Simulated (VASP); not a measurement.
Set up this calculation in VASP 6.6.1, as the native input.

```
Task                   : relaxation of cell and atoms
Functional             : PBEsol
Potentials or basis    : VASP PAW PBE potentials, release 64 (Sc_sv)
Cutoff                 : 600 eV
k mesh                 : 9 × 9 × 5
Occupations            : fermi-dirac, width 0.05 eV
Spin                   : no spin polarisation
Target pressure        : 5 GPa
Dipole correction      : no
Further INCAR settings : ALGO = Normal; EDIFF = 1e-07; IBRION = 2; EDIFFG = -0.01; NSW = 60; ISIF = 3
```

The structure of Sc lies in POSCAR:

```
Sc
1.0
    3.3090000000      0.0000000000      0.0000000000
   -1.6545000000      2.8656780611      0.0000000000
    0.0000000000      0.0000000000      5.2733000000
Sc
2
Direct
    0.6666666667      0.3333333333      0.7500000000
    0.3333333333      0.6666666667      0.2500000000
```

The input as run:

INCAR

```
SYSTEM = Sc
PREC = Accurate ; ENCUT = 600
EDIFF = 1E-7 ; ISMEAR = -1
SIGMA = 0.05 ; LREAL = .FALSE.
LASPH = .TRUE. ; NELM = 100
ALGO = Normal ; ISIF = 3
LWAVE = .FALSE. ; LCHARG = .FALSE.
GGA = PS ; IBRION = 2
NSW = 60 ; EDIFFG = -0.01
PSTRESS = 50.0
```

KPOINTS

```
Automatic mesh
0
G
  9 9 5
  0 0 0
```

Potentials or basis: VASP PAW PBE potentials, release 64 (Sc_sv).

Run with:

```bash
$ cat potpaw_PBE.64/Sc_sv/POTCAR > POTCAR
$ mpirun -np 1 vasp_std > vasp.out
```

Results of the run:

```yaml
Relaxed_volume: 21.94 Å³/atom
Relaxed_cell: a = 3.198 Å, b = 3.198 Å, c = 4.956 Å, α = 90.00°, β = 90.00°, γ = 120.00°
Space_group_after_relaxing_to_0.1_Å: P6_3/mmc (No. 194)
Energy_change_on_relaxing_the_run_minimises_the_enthalpy: +12.3 meV/atom
Ionic_steps: 9
Pressure_after_relaxing: 5.0 GPa
Band_gap_on_the_k_mesh: zero (bands 11 and 12 overlap by 1.61 eV)
```

Caveat: the cell is relaxed towards a set pressure, so the run minimises the enthalpy, not the energy; the PAW data sets were made with another functional, which shifts forces and pressure a little.

Run time: 2.2 min on 1 thread of AMD EPYC 7R13 Processor (Zen 3), on a shared host, peak memory 0.17 GiB.
